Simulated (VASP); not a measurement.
# MgZn5O6 (Cmmm) in VASP: a series of runs

Runs on MgZn5O6. Level: PBE. Tasks: single point.

Everything below comes from runs of VASP 6.6.1. Logs are shortened: lines on timing, memory, paths and dates and some standing lists are left out, and cuts for length are marked.

### Step 1. The cell of the first run

It takes space group Cmmm (No. 65, orthorhombic). Conventional cell: a = 4.319 Å, b = 12.958 Å, c = 4.318 Å, α = 90.00°, β = 90.00°, γ = 90.00°. Within 2.8 Å of Mg (site symmetry mmm) lie 6 O at 2.13 to 2.16 Å. Within 2.9 Å of Zn (site symmetry m2m) lie 6 O at 2.16 to 2.17 Å. Zn (site symmetry m2m) has 6 O at 2.15 to 2.16 Å within 2.8 Å. Within 2.9 Å of Zn (site symmetry mmm) lie 6 O at 2.16 to 2.17 Å. O (site symmetry mmm) has 4 Zn at 2.16 Å and 2 Mg at 2.16 Å within 2.9 Å. O (site symmetry m2m) has 6 Zn at 2.15 to 2.17 Å within 2.8 Å. O (site symmetry mmm) has 4 Zn at 2.16 to 2.17 Å and 2 Mg at 2.16 Å within 2.9 Å. Within 2.8 Å of O (site symmetry m2m) lie 1 Mg at 2.13 Å and 5 Zn at 2.16 to 2.17 Å.

### Step 2. Single point, PBE

The input, INCAR:

```
PREC = Accurate
ENCUT = 520
EDIFF = 1E-7
ISMEAR = 0
SIGMA = 0.1
LREAL = False
LASPH = True
NELM = 80
ALGO = Normal
ISIF = 2
LWAVE = False
LCHARG = False
GGA = PE
NBANDS = 61
```

The input, KPOINTS:

```
Automatic mesh
0
Gamma
  4 4 4
```

The input, POSCAR:

```
MgZn5O6
1.0
    2.1595199060     -6.4792279142      0.0000000000
    2.1595199060      6.4792279142      0.0000000000
    0.0000000000      0.0000000000      4.3175559533
Mg Zn O
1 5 6
Direct
    0.0000000000      0.0000000000      0.0000000000
    0.6676285348      0.3323714652      0.0000000000
    0.3323714652      0.6676285348      0.0000000000
    0.1664506588      0.8335493412      0.5000000000
    0.5000000000      0.5000000000      0.5000000000
    0.8335493412      0.1664506588      0.5000000000
    0.0000000000      0.0000000000      0.5000000000
    0.3326042254      0.6673957746      0.5000000000
    0.6673957746      0.3326042254      0.5000000000
    0.5000000000      0.5000000000      0.0000000000
    0.8352597846      0.1647402154      0.0000000000
    0.1647402154      0.8352597846      0.0000000000
```

Potentials or basis: VASP PAW PBE potentials, release 64 (Mg, Zn, O).

Started as:

```console
cat potpaw_PBE.64/Mg/POTCAR potpaw_PBE.64/Zn/POTCAR potpaw_PBE.64/O/POTCAR > POTCAR
mpirun -np 1 vasp_std > vasp.out
```

OUTCAR:

```text
PREC = Accurate
   ENCUT = 520
   EDIFF = 1E-7
   ISMEAR = 0
   LREAL = False
   LASPH = True
   NELM = 80
   ISIF = 2
   GGA = PE

 ion  position               nearest neighbor table
   1  0.000  0.000  0.000-  11 2.13  12 2.13   7 2.16   7 2.16  10 2.16  10 2.16   4 3.05   6 3.05
                             4 3.05   6 3.05   5 3.05   5 3.05   5 3.05   5 3.05   3 3.06   3 3.06
   2  0.668  0.332  0.000-   9 2.16   9 2.16  12 2.16  12 2.16  10 2.17  11 2.17   3 3.04   3 3.04
                             6 3.05   6 3.05   1 3.06   1 3.06
   3  0.332  0.668  0.000-   8 2.16   8 2.16  11 2.16  11 2.16  10 2.17  12 2.17   2 3.04   2 3.04
                             4 3.05   4 3.05   1 3.06   1 3.06
   4  0.166  0.834  0.500-   8 2.15   7 2.16  12 2.16  12 2.16   9 2.16   9 2.16   3 3.05   3 3.05
                             1 3.05   1 3.05
   5  0.500  0.500  0.500-  10 2.16  10 2.16   7 2.16   7 2.16   9 2.17   8 2.17   1 3.05   1 3.05
                             1 3.05   1 3.05
   6  0.834  0.166  0.500-   9 2.15   7 2.16  11 2.16  11 2.16   8 2.16   8 2.16   2 3.05   2 3.05
                             1 3.05   1 3.05
   7  0.000  0.000  0.500-   4 2.16   6 2.16   1 2.16   1 2.16   5 2.16   5 2.16
   8  0.333  0.667  0.500-   4 2.15   3 2.16   3 2.16   6 2.16   6 2.16   5 2.17
   9  0.667  0.333  0.500-   6 2.15   2 2.16   2 2.16   4 2.16   4 2.16   5 2.17
  10  0.500  0.500  0.000-   5 2.16   5 2.16   1 2.16   1 2.16   3 2.17   2 2.17
  11  0.835  0.165  0.000-   1 2.13   6 2.16   6 2.16   3 2.16   3 2.16   2 2.17
  12  0.165  0.835  0.000-   1 2.13   4 2.16   4 2.16   2 2.16   2 2.16   3 2.17

  LATTYP: Found a base centered orthorhombic cell.
 ALAT       =     4.3190398120
 B/A-ratio  =     3.0003094189
 C/A-ratio  =     0.9996564378

  Lattice vectors:

 A1 = (   2.1595199060,  -6.4792279142,   0.0000000000)
 A2 = (   2.1595199060,   6.4792279142,   0.0000000000)
 A3 = (   0.0000000000,   0.0000000000,   4.3175559533)

Analysis of symmetry for initial positions (statically):
=====================================================================
 Subroutine PRICEL returns:
 Original cell was already a primitive cell.

 Routine SETGRP: Setting up the symmetry group for a
 base centered orthorhombic supercell.

 Subroutine GETGRP returns: Found  8 space group operations
 (whereof  8 operations were pure point group operations)
 out of a pool of  8 trial point group operations.

The static configuration has the point symmetry D_2h.

Analysis of symmetry for dynamics (positions and initial velocities):
=====================================================================
 Subroutine PRICEL returns:
 Original cell was already a primitive cell.

 Routine SETGRP: Setting up the symmetry group for a
 base centered orthorhombic supercell.

 Subroutine GETGRP returns: Found  8 space group operations
 (whereof  8 operations were pure point group operations)
 out of a pool of  8 trial point group operations.

The dynamic configuration has the point symmetry D_2h.

 Subroutine INISYM returns: Found  8 space group operations
 (whereof  8 operations are pure point group operations),
 and found     1 'primitive' translations

----------------------------------------------------------------------------------------

                                     Primitive cell

  volume of cell :     120.8227

  direct lattice vectors                    reciprocal lattice vectors
     2.159519906 -6.479227914  0.000000000     0.231532943 -0.077169689  0.000000000
     2.159519906  6.479227914  0.000000000     0.231532943  0.077169689  0.000000000
     0.000000000  0.000000000  4.317555953     0.000000000  0.000000000  0.231612517

  length of vectors
     6.829635465  6.829635465  4.317555953     0.244054635  0.244054635  0.231612517

  position of ions in fractional coordinates (direct lattice)
     0.000000000  0.000000000  0.000000000
     0.667628535  0.332371465  0.000000000
     0.332371465  0.667628535  0.000000000
     0.166450659  0.833549341  0.500000000
     0.500000000  0.500000000  0.500000000
     0.833549341  0.166450659  0.500000000
     0.000000000  0.000000000  0.500000000
     0.332604225  0.667395775  0.500000000
     0.667395775  0.332604225  0.500000000
     0.500000000  0.500000000  0.000000000
     0.835259785  0.164740215  0.000000000
     0.164740215  0.835259785  0.000000000

  ion indices of the primitive-cell ions
[... 25 lines left out ...]
     0.057883236 -0.019292422  0.000000000     0.250000000 -0.000000000  0.000000000
     0.057883236  0.019292422  0.000000000    -0.000000000  0.250000000  0.000000000
     0.000000000  0.000000000  0.057903129     0.000000000  0.000000000  0.250000000

  Length of vectors
     0.061013659  0.061013659  0.057903129

  Shift w.r.t. Gamma in fractional coordinates (k-lattice)
     0.000000000  0.000000000  0.000000000

 Subroutine IBZKPT returns following result:
 ===========================================

 Found     21 irreducible k-points:

 Following reciprocal coordinates:
            Coordinates               Weight
  0.000000  0.000000  0.000000      1.000000
  0.250000  0.000000  0.000000      4.000000
  0.500000  0.000000  0.000000      2.000000
  0.250000  0.250000  0.000000      2.000000
  0.500000  0.250000  0.000000      4.000000
 -0.250000  0.250000  0.000000      2.000000
[... 13 lines left out ...]
 -0.250000  0.250000  0.500000      2.000000
  0.500000  0.500000  0.500000      1.000000
   k-points           NKPTS =     21   k-points in BZ     NKDIM =     21   number of bands    NBANDS=     61
   number of dos      NEDOS =    301   number of ions     NIONS =     12
   total plane-waves  NPLWV =  93312
   dimension x,y,z NGX =    54 NGY =   54 NGZ =   32
   dimension x,y,z NGXF=   108 NGYF=  108 NGZF=   64
   ions per type =               1   5   6
   NGX,Y,Z   is equivalent  to a cutoff of  13.14, 13.14, 12.32 a.u.
   NGXF,Y,Z  is equivalent  to a cutoff of  26.29, 26.29, 24.64 a.u.
 SYSTEM =  unknown system
   PREC   = accura    normal or accurate (medium, high low for compatibility)
   ISTART =      0    job   : 0-new  1-cont  2-samecut
   ICHARG =      2    charge: 1-file 2-atom 10-const
   ISPIN  =      1    spin polarized calculation?
   LNONCOLLINEAR =      F non collinear calculations
   LSORBIT =      F    spin-orbit coupling
   LASPH  =      T    aspherical Exc in radial PAW
   ENCUT  =  520.0 eV  38.22 Ry    6.18 a.u.  12.70 12.70  8.03*2*pi/ulx,y,z
   NELM   =     80;   NELMIN=  2; NELMDL= -5     # of ELM steps
   EDIFF  = 0.1E-06   stopping-criterion for ELM
   LREAL  =      F    real-space projection
   EDIFFG = 0.1E-05   stopping-criterion for IOM
   NSW    =      0    number of steps for IOM
   IBRION =     -1    ionic relax: 0-MD 1-quasi-New 2-CG
   NFREE  =      0    steps in history (QN), initial steepest desc. (CG)
   ISIF   =      2    stress and relaxation
   ISYM   =      2    0-nonsym 1-usesym 2-fastsym
   POTIM  = 0.5000    time-step for ionic-motion
   TEBEG  =    0.0;   TEEND  =   0.0 temperature during run
   PSTRESS=    0.0 pullay stress
   NELECT =      98.0000    total number of electrons
   NUPDOWN=      -1.0000    fix difference up-down
   EMIN   =  10.00;   EMAX   =-10.00  energy-range for DOS
   EFERMI =   0.00;   METHOD = LEGACY
   ISMEAR =     0;   SIGMA  =   0.10  broadening in eV -4-tet -1-fermi 0-gaus
   EFERMI_NEDOS =   21; number of points for ismear=-14 and -15
   IALGO  =     38    algorithm
   IMIX   =      4    mixing-type and parameters
     AMIX     =   0.40;   BMIX     =  1.00
     AMIX_MAG =   1.60;   BMIX_MAG =  1.00
  volume/ion in A,a.u.               =      10.07        67.95
  Fermi-wavevector in a.u.,A,eV,Ry     =   1.526748  2.885135 31.714631  2.330960
  Thomas-Fermi vector in A             =   2.634739
   LORBIT       =      0    0 simple, 1 ext, 2 COOP (PROOUT), +10 PAW based schemes
   GGA     = PE    functional components
   LHFCALC =     F    Hartree Fock is set to
   AEXX    =    0.0000 exact exchange contribution
   IVDW    =     0    specifies the selected vdW correction
   LEPSILON=     F    determine dielectric tensor
   LRPA    =     F    only Hartree local field effects (RPA)
 non-spin polarized calculation
 Gauss-broadening in eV      SIGMA  =   0.10
  energy-cutoff  :      520.00
  volume of cell :      120.82
 maximum number of plane-waves:      3276
 NGX is ok and might be reduce to    54
   NGX = 25   NGY = 25   NGZ = 17

 number of electron      98.0000013 magnetization

 Free energy of the ion-electron system (eV)
  ---------------------------------------------------
  ext. energy  EPLUGINS =         0.00000000
  ---------------------------------------------------
  free energy    TOTEN  =       -55.10334738 eV

  energy without entropy =      -55.10334738  energy(sigma->0) =      -55.10334738

 E-fermi :   3.1147     XC(G=0): -11.9047

 val. band max:        2.6746758666   @ k =   0.5000   0.0000   0.5000
 cond. band min:       3.6331121577   @ k =   0.0000   0.0000   0.0000
 fundamental gap:      0.9584362910
 Fermi energy:         3.1147477381

 k-point     1 :       0.0000    0.0000    0.0000
  band No.  band energies     occupation
      1     -15.6265      2.00000
      2     -14.6320      2.00000
      3     -14.4846      2.00000
      4     -14.2620      2.00000
      5     -14.2274      2.00000
      6     -14.0676      2.00000
[... 1333 lines left out ...]
     60      13.0602      0.00000
     61      13.3271      0.00000

------------------------ aborting loop because EDIFF is reached ----------------------------------------

  FORCE on cell =-STRESS in cart. coord.  units (eV):
  Direction    XX          YY          ZZ          XY          YZ          ZX
  --------------------------------------------------------------------------------------
  -------------------------------------------------------------------------------------
  Total        0.5062658      0.5005710      0.5028459     -0.0000000      0.0000000      0.0000000
  in kB        6.7133724      6.6378559      6.6680230     -0.0000000      0.0000000      0.0000000
  external PRESSURE =       6.6730838 kB  Pullay stress =       0.0000000 kB

 VOLUME and BASIS-vectors are now :
 -----------------------------------------------------------------------------
  energy-cutoff  :      520.00
  volume of cell :      120.82
      direct lattice vectors                 reciprocal lattice vectors
     2.159519906 -6.479227914  0.000000000     0.231532943 -0.077169689  0.000000000
     2.159519906  6.479227914  0.000000000     0.231532943  0.077169689  0.000000000
     0.000000000  0.000000000  4.317555953     0.000000000  0.000000000  0.231612517

 POSITION                                       TOTAL-FORCE (eV/Angst)
 -----------------------------------------------------------------------------------
      0.00000      0.00000      0.00000         0.000000      0.000000     -0.000000
      2.15952     -2.17221      0.00000         0.000000      0.002850     -0.000000
      2.15952      2.17221      0.00000         0.000000     -0.002850      0.000000
      2.15952      4.32228      2.15878         0.000000      0.004599      0.000000
      2.15952      0.00000      2.15878         0.000000      0.000000     -0.000000
      2.15952     -4.32228      2.15878         0.000000     -0.004599     -0.000000
      0.00000      0.00000      2.15878        -0.000000      0.000000     -0.000000
      2.15952      2.16919      2.15878         0.000000     -0.001337     -0.000000
      2.15952     -2.16919      2.15878         0.000000      0.001337     -0.000000
      2.15952      0.00000      0.00000         0.000000      0.000000     -0.000000
      2.15952     -4.34445      0.00000         0.000000     -0.042368     -0.000000
      2.15952      4.34445      0.00000         0.000000      0.042368     -0.000000
 -----------------------------------------------------------------------------------
    total drift:                                0.000000     -0.000000      0.000000

  FREE ENERGIE OF THE ION-ELECTRON SYSTEM (eV)
  ---------------------------------------------------
  free  energy   TOTEN  =       -55.1033473809 eV

  energy  without entropy=      -55.1033473809  energy(sigma->0) =      -55.10334738
```

It took 5.9 min on 1 thread of Intel Xeon Platinum 8375C at 2.90GHz (Ice Lake), shared host; peak memory 0.35 GiB.

What came out:

```
Free energy            : -55.1033 eV
Pressure               : 0.7 GPa
Largest force          : 0.042 eV/Å
Band gap on the k mesh : 0.96 eV (least direct gap 2.18 eV)
```

Forces on the atoms (eV/Å):
```
Mg   0.000  0.000  0.000
Zn   0.000  0.003  0.000
Zn   0.000 -0.003  0.000
Zn   0.000  0.005  0.000
Zn   0.000  0.000  0.000
Zn   0.000 -0.005  0.000
O    0.000  0.000  0.000
O    0.000 -0.001  0.000
O    0.000  0.001  0.000
O    0.000  0.000  0.000
O    0.000 -0.042  0.000
O    0.000  0.042  0.000
```

Levels at points of the mesh, in eV from the valence-band top:
| k point | band 46 | band 47 | band 48 | band 49 | band 50 | band 51 | band 52 | band 53 |
| --- | --- | --- | --- | --- | --- | --- | --- | --- |
| (0.00, 0.00, 0.00) | -2.00 | -1.24 | -1.23 | -1.22 | 0.96 | 4.20 | 4.98 | 5.29 |
| (0.50, 0.00, 0.00) | -1.25 | -1.05 | -0.41 | -0.14 | 4.94 | 5.15 | 6.54 | 6.65 |
| (0.50, 0.50, 0.00) | -1.56 | -1.56 | -1.35 | -1.35 | 3.35 | 3.37 | 4.04 | 4.78 |
| (0.00, 0.00, 0.50) | -1.40 | -0.65 | -0.62 | -0.61 | 4.71 | 4.95 | 7.31 | 7.35 |
| (0.50, 0.00, 0.50) | -0.11 | -0.09 | -0.05 | 0.00 | 5.42 | 5.56 | 6.28 | 6.42 |
| (0.50, 0.50, 0.50) | -1.03 | -0.33 | -0.31 | -0.30 | 5.56 | 5.62 | 5.66 | 5.86 |

A k mesh can miss the band edges.

### Step 3. Single point, PBE

This run uses another cell than the first one, of 12.06 Å³/atom.

The input, INCAR:

```
ALGO = Normal
EDIFF = 1E-7
ENCUT = 520
GGA = PE
ISIF = 2
ISMEAR = 0
LASPH = True
LCHARG = False
LREAL = False
LWAVE = False
NBANDS = 61
NELM = 100
PREC = Accurate
SIGMA = 0.1
```

The input, KPOINTS:

```
k-points
0
Gamma
  4 4 4
```

The input, POSCAR:

```
MgZn5O6
1.0
    2.2929651700     -6.8788955000      0.0000000000
    2.2929651700      6.8788955000      0.0000000000
    0.0000000000      0.0000000000      4.5859303400
Mg Zn O
1 5 6
Direct
    0.0000000000      0.0000000000      0.0000000000
    0.6666666700      0.3333333300      0.0000000000
    0.3333333300      0.6666666700      0.0000000000
    0.1666666700      0.8333333300      0.5000000000
    0.5000000000      0.5000000000      0.5000000000
    0.8333333300      0.1666666700      0.5000000000
    0.0000000000      0.0000000000      0.5000000000
    0.3333333300      0.6666666700      0.5000000000
    0.6666666700      0.3333333300      0.5000000000
    0.5000000000      0.5000000000      0.0000000000
    0.8333333300      0.1666666700      0.0000000000
    0.1666666700      0.8333333300      0.0000000000
```

Potentials or basis: VASP PAW PBE potentials, release 64 (Mg, Zn, O).

Started as:

```console
cat potpaw_PBE.64/Mg/POTCAR potpaw_PBE.64/Zn/POTCAR potpaw_PBE.64/O/POTCAR > POTCAR
mpirun -np 1 vasp_std > vasp.out
```

Run time: 6.1 min. Hardware: 1 thread of Intel Xeon Platinum 8375C at 2.90GHz (Ice Lake), shared host; peak memory 0.39 GiB.

It converged, with:

```yaml
Free_energy: -53.4639 eV
Pressure: -19.4 GPa
Largest_force: 0.112 eV/Å
Band_gap_on_the_k_mesh: 0.25 eV (least direct gap 0.96 eV)
```

Forces on the atoms (eV/Å):
```
Mg   0.000  0.000  0.000
Zn   0.000 -0.112  0.000
Zn   0.000  0.112  0.000
Zn   0.000 -0.050  0.000
Zn   0.000  0.000  0.000
Zn   0.000  0.050  0.000
O    0.000  0.000  0.000
O    0.000  0.000  0.000
O    0.000  0.000  0.000
O    0.000  0.000  0.000
O    0.000 -0.101  0.000
O    0.000  0.101  0.000
```

Levels at points of the mesh, in eV from the valence-band top:
| k point | band 45 | band 46 | band 47 | band 48 | band 49 | band 50 | band 51 | band 52 | band 53 | band 54 |
| --- | --- | --- | --- | --- | --- | --- | --- | --- | --- | --- |
| (0.00, 0.00, 0.00) | -1.40 | -1.40 | -0.71 | -0.70 | -0.70 | 0.25 | 3.43 | 4.06 | 4.33 | 4.84 |
| (0.50, 0.00, 0.00) | -1.18 | -0.89 | -0.71 | -0.27 | -0.09 | 4.02 | 4.21 | 5.58 | 5.60 | 5.70 |
| (0.50, 0.50, 0.00) | -1.77 | -0.97 | -0.97 | -0.86 | -0.86 | 2.64 | 2.66 | 3.24 | 3.94 | 4.84 |
| (0.00, 0.00, 0.50) | -1.10 | -1.01 | -0.50 | -0.49 | -0.45 | 3.78 | 4.03 | 6.10 | 6.10 | 6.10 |
| (0.50, 0.00, 0.50) | -0.07 | -0.07 | -0.04 | -0.03 | 0.00 | 5.12 | 5.24 | 5.50 | 5.58 | 5.61 |
| (0.50, 0.50, 0.50) | -1.33 | -0.65 | -0.22 | -0.21 | -0.19 | 4.65 | 4.66 | 4.72 | 4.90 | 5.48 |

Caveat: the cell stands under tension; semilocal functionals underestimate gaps, and a narrow one can read as zero. A k mesh can miss the band edges.
